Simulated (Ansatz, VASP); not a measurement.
**Zr in VASP and in Ansatz**

INCAR

```
SYSTEM = Zr
ALGO = Normal
DIPOL = 0.5 0.5 0.500
EDIFF = 1E-6
ENCUT = 400
GGA_COMPAT = .FALSE.
IDIPOL = 3
ISIF = 2
ISMEAR = -1
LASPH = .TRUE.
LCHARG = .FALSE.
LDIPOL = .TRUE.
LREAL = .FALSE.
LWAVE = .FALSE.
NBANDS = 19
NELM = 120
NELMDL = -8
PREC = Accurate
SIGMA = 0.1
```

The input KPOINTS:

```
k-points
0
G
  15 15 1
  0 0 0
```

File POSCAR:

```
Zr
1.0
    3.1435815868      0.0000000000      0.0000000000
   -1.5717907934      2.7224215131      0.0000000000
    0.0000000000      0.0000000000     18.5467000000
Zr
2
Direct
    0.8333333333      0.1666666667      0.4379715729
    0.1666666667      0.8333333333      0.5620284271
```

Input for Ansatz:

```yaml
crystal:
  lattice:
    - [3.1435815868, 0.0, 0.0]
    - [-1.5717907934, 2.7224215131, 0.0]
    - [0.0, 0.0, 18.5467]
  atoms:
    - { symbol: Zr, position: [0.8333333333, 0.1666666667, 0.4379715729] }
    - { symbol: Zr, position: [0.1666666667, 0.8333333333, 0.5620284271] }
kpoints:
  mp_grid: { grid: [15, 15, 1] }
scf:
  occupations: { method: fermi_dirac, width: 0.1 }
hamiltonian:
  xc: lda
  pseudopotentials: { kind: all_electron, datasets: crystal }
output:
  forces: true
  stress: true
  eigenvalues: true
efield:
  axis: 3
  amplitude: 0
  dipole_correction: true
```

Alike in both runs: task single point; functional LDA; k mesh 15 × 15 × 1; occupations fermi-dirac, width 0.1 eV; no spin polarisation.

|  | VASP | Ansatz |
| --- | --- | --- |
| version | VASP 6.6.1 | Ansatz 0.2.0 |
| potentials or method | VASP PAW LDA potentials, release 64 (Zr_sv), cutoff 400 eV | all-electron PAW with datasets made for the slab, scalar-relativistic |

VASP gave:

* rms of the force components (eV/Å): 0.007

Problem. What did Ansatz give for the same quantities?

Solution. rms of the force components (eV/Å): 0.003.

LDA's correlation is that of Perdew and Zunger in VASP and of Perdew and Wang (1992) in Ansatz. Atom by atom the forces differ by 0.010 eV/Å (rms over components). Ansatz ran all-electron here, and VASP with PAW potentials.
